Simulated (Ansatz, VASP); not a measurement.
## HfZrS3 in VASP and in Ansatz

```
Zr Hf S
1.0
     4.73251    0.00000    0.00000
     0.00000    4.73251    0.00000
     0.00000    0.00000    4.73251
Zr Hf S
1 1 3
Direct
  0.50000 0.50000 0.50000
  0.00000 0.00000 0.00000
  0.00000 0.50000 0.50000
  0.50000 0.50000 0.00000
  0.50000 0.00000 0.50000
```

Change from the starting cell: species swapped into the NdBRh3 type (Pm-3m, No. 221).

Alike in both runs: task single point; functional PBE; k mesh 4 × 4 × 4; occupations gaussian, width 0.1 eV; no spin polarisation.

```csv
,VASP,Ansatz
version,VASP 6.6.1,Ansatz 0.2.0
potentials or method,"VASP PAW PBE potentials, release 64 (Zr_sv, Hf_pv, S), cutoff 520 eV","scalar-relativistic, plane waves, PAW"
valence electrons in the cell,40,56
```

|  | VASP | Ansatz | Ansatz less VASP |
| --- | --- | --- | --- |
| gap on the k mesh at the Fermi level (eV) | none | none | - |
| pressure (GPa) | 7.6 | 7.7 | +0.16 |

A gap of «none» marks a metal or a gap that the smearing closes. VASP's potentials hold 40 valence electrons a cell and Ansatz's 56, so a difference there can come from the potentials and not from the codes.

Neither program's run includes spin-orbit coupling.
